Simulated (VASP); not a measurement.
Set up this calculation in VASP 6.6.1, as the native input.

```
Task                   : single point
Functional             : LDA
Potentials or basis    : VASP PAW LDA potentials, release 64 (Ta_pv, N)
Cutoff                 : 520 eV
k mesh                 : 5 × 5 × 8
Occupations            : methfessel-paxton, width 0.15 eV
Spin                   : no spin polarisation
Dipole correction      : no
Further INCAR settings : ALGO = Normal; EDIFF = 1e-07; NBANDS = 33
```

The structure of TaN lies in POSCAR:

```
TaN
1.0
    5.1663551312      0.0000000000      0.0000000000
   -2.5831775656      4.4741947886      0.0000000000
    0.0000000000      0.0000000000      2.8890854926
Ta N
3 3
Direct
    0.0000000000      0.0000000000      0.0000000000
    0.3333333333      0.6666666667      0.5000000000
    0.6666666667      0.3333333333      0.5000000000
    0.5000000000      0.0000000000      0.0000000000
    0.5000000000      0.5000000000      0.0000000000
    0.0000000000      0.5000000000      0.0000000000
```

The input as run:

INCAR

```
ALGO     = Normal         # electronic algorithm
EDIFF    = 1E-7           # SCF threshold, eV
ENCUT    = 520            # plane-wave cutoff, eV
ISIF     = 2              # what is computed and relaxed
ISMEAR   = 1              # smearing method
LASPH    = T              # aspherical terms in the spheres
LCHARG   = F              # write CHGCAR
LREAL    = F              # projectors in reciprocal space
LWAVE    = F              # write WAVECAR
NBANDS   = 33             # bands
NELM     = 60             # most SCF steps
PREC     = Accurate       # precision mode
SIGMA    = 0.15           # smearing width, eV
```

KPOINTS

```
k-points
0
Gamma
  5 5 8
```

Potentials or basis: VASP PAW LDA potentials, release 64 (Ta_pv, N).

Launch:

```console
$ cat potpaw_LDA.64/Ta_pv/POTCAR potpaw_LDA.64/N/POTCAR > POTCAR
$ mpirun -np 1 vasp_std > vasp.out
```

Results of the run:

The pressure is 1.8 GPa. The band gap on the k mesh is zero (bands 24 and 25 overlap by 2.21 eV).

Caveat: spin-orbit coupling is left out, which moves the levels of the heavy elements.

Run time: 38 s on 1 thread of Intel(R) Xeon(R) Platinum 8488C (Sapphire Rapids) (shared host), peak memory 0.18 GiB.
